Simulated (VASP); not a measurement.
A run of VASP 6.6.1 is set up as follows.

Contents of INCAR:

```
SYSTEM = BeCd2Se3
  PREC = Accurate
  ENCUT = 600
  EDIFF = 1E-6
  ISMEAR = 0
  SIGMA = 0.1
  LREAL = .FALSE.
  LASPH = .TRUE.
  NELM = 60
  ALGO = Normal
  ISIF = 3
  LWAVE = .FALSE.
  LCHARG = .FALSE.
  GGA = PE
  IBRION = 2
  NSW = 90
  EDIFFG = -0.04
```

The input KPOINTS:

```
regular mesh
0
G
  3 3 6
  0 0 0
```

File POSCAR:

```
BeCd2Se3
1.0
    6.5439336000      0.0000000000      0.0000000000
   -3.2719668000      5.6672127400      0.0000000000
    0.0000000000      0.0000000000      3.5992334300
Be Cd Se
1 2 3
Direct
    0.0000000000      0.0000000000      0.0000000000
    0.3333333300      0.6666666700      0.0000000000
    0.6666666700      0.3333333300      0.0000000000
    0.5000000000      0.0000000000      0.5000000000
    0.5000000000      0.5000000000      0.5000000000
    0.0000000000      0.5000000000      0.5000000000
```

Potentials or basis: VASP PAW PBE potentials, release 64 (Be, Cd, Se).

Run with:

```console
$ cat potpaw_PBE.64/Be/POTCAR potpaw_PBE.64/Cd/POTCAR potpaw_PBE.64/Se/POTCAR > POTCAR
$ mpirun -np 1 vasp_std > vasp.out
```

Task: Predict the relaxed volume.

Result: 26.76 Å³/atom.

Task: Estimate the relaxed cell.

Result: a = 6.709 Å, b = 6.709 Å, c = 4.118 Å, α = 90.00°, β = 90.00°, γ = 120.00°.

Task: What does it give for the band gap on the k mesh?

Result: Zero (band 22 reaches 2.03 eV, above the bottom of band 23 at 1.48 eV).

Task: Estimate the space group after relaxing (to 0.05 Å).

Result: P6/mmm (No. 191).

Final structure:
```cif
data_structure
_symmetry_space_group_name_H-M 'P 1'
_symmetry_Int_Tables_number 1
_cell_length_a 6.7092
_cell_length_b 6.7092
_cell_length_c 4.1181
_cell_angle_alpha 90.000
_cell_angle_beta 90.000
_cell_angle_gamma 120.000
_cell_volume 160.54
loop_
_atom_site_label
_atom_site_type_symbol
_atom_site_fract_x
_atom_site_fract_y
_atom_site_fract_z
_atom_site_occupancy
Be1 Be 0.00000 0.00000 0.00000 1
Cd1 Cd 0.33333 0.66667 0.00000 1
Cd2 Cd 0.66667 0.33333 0.00000 1
Se1 Se 0.50000 0.00000 0.50000 1
Se2 Se 0.50000 0.50000 0.50000 1
Se3 Se 0.00000 0.50000 0.50000 1
```

Caveat: the k points lie up to 0.36 Å⁻¹ apart in the final cell; the volume moved by over 15 % at a fixed basis, so the end points are rough.
